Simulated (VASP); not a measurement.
Write the native input for VASP 6.6.1 that does the following.

```yaml
Task: single point
Functional: PBEsol
Potentials_or_basis: VASP PAW PBE potentials, release 64 (Cl)
Cutoff: 520 eV
k_mesh: 15 × 15 × 8
Occupations: fermi-dirac, width 0.08 eV
Spin: no spin polarisation
Dipole_correction: no
Further_INCAR_settings: ALGO = Normal; EDIFF = 1e-06; NBANDS = 14
```

The structure of Cl lies in POSCAR:

```
Cl
1.0
    3.1264150022      0.0000000000      0.0000000000
   -1.5632075011      2.7075548147      0.0000000000
    0.0000000000      0.0000000000      3.8874452514
Cl
2
Direct
    0.3333333333      0.6666666667      0.2500000000
    0.6666666667      0.3333333333      0.7500000000
```

One way to write it, as run:

INCAR

```
SYSTEM = Cl
ALGO = Normal
EDIFF = 1E-6
ENCUT = 520
GGA = PS
ISIF = 2
ISMEAR = -1
LASPH = .True.
LCHARG = .False.
LREAL = .False.
LWAVE = .False.
NBANDS = 14
NELM = 80
PREC = Accurate
SIGMA = 0.08
```

KPOINTS

```
k-points
0
Gamma
  15 15 8
  0 0 0
```

Potentials or basis: VASP PAW PBE potentials, release 64 (Cl).

Run with:

```console
$ cat potpaw_PBE.64/Cl/POTCAR > POTCAR
$ mpirun -np 1 vasp_std > vasp.out
```

It gave:

- Pressure: 13.5 GPa
- Band gap on the k mesh: zero (bands 7 and 8 overlap by 2.52 eV)

Caveat: the cell stands under pressure; the PAW data sets were made with another functional, which shifts forces and pressure a little.

Run time: 16 s on 1 thread of AMD EPYC 9R45 96-Core Processor (Zen 5) (shared host), peak memory 0.14 GiB.
